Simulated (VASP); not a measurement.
Cu: single point with PBEsol

Cu, a slab with vacuum:

```
CELL_PARAMETERS angstrom
2.51960 0.00000 0.00000
-1.25980 2.18204 0.00000
0.00000 0.00000 24.22900
ATOMIC_POSITIONS crystal
Cu 0.83333 0.16667 0.33128
Cu 0.16667 0.83333 0.41544
Cu 0.50000 0.50000 0.50000
Cu 0.83333 0.16667 0.58456
Cu 0.16667 0.83333 0.66872
```

```json
{"Program": "VASP 6.6.1", "Task": "single point", "Functional": "PBEsol", "Potentials or basis": "VASP PAW PBE potentials, release 64 (Cu)", "Cutoff": "520 eV", "k mesh": "18 × 18 × 1", "Occupations": "fermi-dirac, width 0.1 eV", "Spin": "no spin polarisation", "Dipole correction": "yes", "Further INCAR settings": "ALGO = Normal; EDIFF = 1e-07; NBANDS = 36"}
```

```json
{"Largest force": "0.025 eV/Å", "Band gap on the k mesh": "zero (an odd number of electrons rules out a gap without spin polarisation)"}
```

Forces on the atoms (eV/Å):
```
Cu   0.000  0.000 -0.025
Cu   0.000  0.000  0.000
Cu   0.000  0.000  0.000
Cu   0.000  0.000  0.000
Cu   0.000  0.000  0.025
```

Levels at points of the mesh, in eV from the Fermi level:
```
           k point  band 25  band 26  band 27  band 28  band 29  band 30  band 31  band 32
(0.00, 0.00, 0.00)    -2.00    -1.74    -1.74    -1.65    -1.65    -1.06    -0.39     4.37
(0.50, 0.00, 0.00)    -1.39    -0.49     0.45     1.05     1.42     1.51     4.32     5.16
```

Run time: 2.3 min on 1 thread of AMD EPYC 9R45 96-Core Processor (Zen 5), with other jobs on the host, peak memory 0.28 GiB.

Caveat: the PAW data sets were made with another functional, which shifts forces and pressure a little.
